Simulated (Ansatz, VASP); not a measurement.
## LiF: VASP beside Ansatz

The input INCAR:

```
PREC = Accurate ; ENCUT = 520
EDIFF = 1E-6 ; ISMEAR = 0
SIGMA = 0.05 ; LREAL = F
LASPH = T ; NELM = 100
ALGO = Normal ; ISIF = 2
LWAVE = F ; LCHARG = F
NBANDS = 18
```

KPOINTS

```
Automatic mesh
0
Gamma
  9 9 6
```

The input POSCAR:

```
LiF
1.0
    3.0464146835      0.0000000000      0.0000000000
   -1.5232073417      2.6382725064      0.0000000000
    0.0000000000      0.0000000000      4.6092254161
Li F
2 2
Direct
    0.3333333333      0.6666666667      0.4307693551
    0.6666666667      0.3333333333      0.9307693551
    0.3333333333      0.6666666667      0.9910195924
    0.6666666667      0.3333333333      0.4910195924
```

Input for Ansatz:

```yaml
crystal:
  lattice:
    - [3.0464146835, 0.0, 0.0]
    - [-1.5232073417, 2.6382725064, 0.0]
    - [0.0, 0.0, 4.6092254161]
  atoms:
    - { symbol: Li, position: [0.3333333333, 0.6666666667, 0.4307693551] }
    - { symbol: Li, position: [0.6666666667, 0.3333333333, 0.9307693551] }
    - { symbol: F, position: [0.3333333333, 0.6666666667, 0.9910195924] }
    - { symbol: F, position: [0.6666666667, 0.3333333333, 0.4910195924] }
basis:
  ecutwfc: 520.0
kpoints:
  mp_grid: { grid: [9, 9, 6] }
hamiltonian:
  xc: lda
scf:
  occupations: { method: gaussian, width: 0.05 }
output:
  forces: true
  stress: true
  eigenvalues: true
```

Alike in both runs: task single point; functional LDA; k mesh 9 × 9 × 6; occupations gaussian, width 0.05 eV; no spin polarisation.

|  | VASP | Ansatz |
| --- | --- | --- |
| version | VASP 6.6.1 | Ansatz 0.2.0 |
| potentials or method | VASP PAW LDA potentials, release 64 (Li_sv, F), cutoff 520 eV | scalar-relativistic, plane waves, PAW |
| valence electrons in the cell | 20 | 20 |

```csv
,VASP,Ansatz,Ansatz less VASP
gap on the k mesh at the Fermi level (eV),7.60,7.61,+0.016
least direct gap on the mesh (eV),7.60,7.61,+0.016
rms of the force components (eV/Å),0.162,0.161,-0.0005
```

LDA's correlation is that of Perdew and Zunger in VASP and of Perdew and Wang (1992) in Ansatz. Atom by atom the forces differ by 0.001 eV/Å (rms over components).

Noted on VASP's run: the cutoff is under 1.25 times that of the potentials, so the pressure is a little rough.
